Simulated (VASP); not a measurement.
Runs of VASP 6.6.1 on K4Ru. The structure is that of space group Pm-3m (No. 221), or close to it. The cells are those of the table. 

| task | cell | k mesh | cutoff (eV) | k mesh for the DOS | occupations for the DOS | gap on the mesh (eV) | pressure (GPa) | relaxed volume (Å³/atom) |
| --- | --- | --- | --- | --- | --- | --- | --- | --- |
| single point | a = 6.262 Å, 5 atoms | 4 × 4 × 4 | 520 | - | - | none | 0.2 | - |
| single point | a = 6.338 Å, 5 atoms | 6 × 6 × 6 | 520 | - | - | none | 0.0 | - |
| relaxation of cell and atoms | relaxed from a = 6.262 Å, 5 atoms | 6 × 6 × 6 | 600 | - | - | none | 0.0 | 50.94 |
| relaxation of cell and atoms | relaxed from a = 5.670 Å, 5 atoms | 4 × 4 × 4 | 600 | - | - | none | 0.1 | (a) |

Alike in all rows: level PBE; potentials or basis VASP PAW PBE potentials, release 64 (K_sv, Ru_pv); no spin polarisation; smearing gaussian 0.1 eV.

Estimate the missing entries.

(a) 50.36.

Caveats: the volume moved by over 15 % at a fixed basis, so the end points are rough (some runs).

A k mesh can miss the band edges, and the runs leave out spin-orbit coupling on Ru.

A gap of «none» marks levels without a gap at the run's occupations.
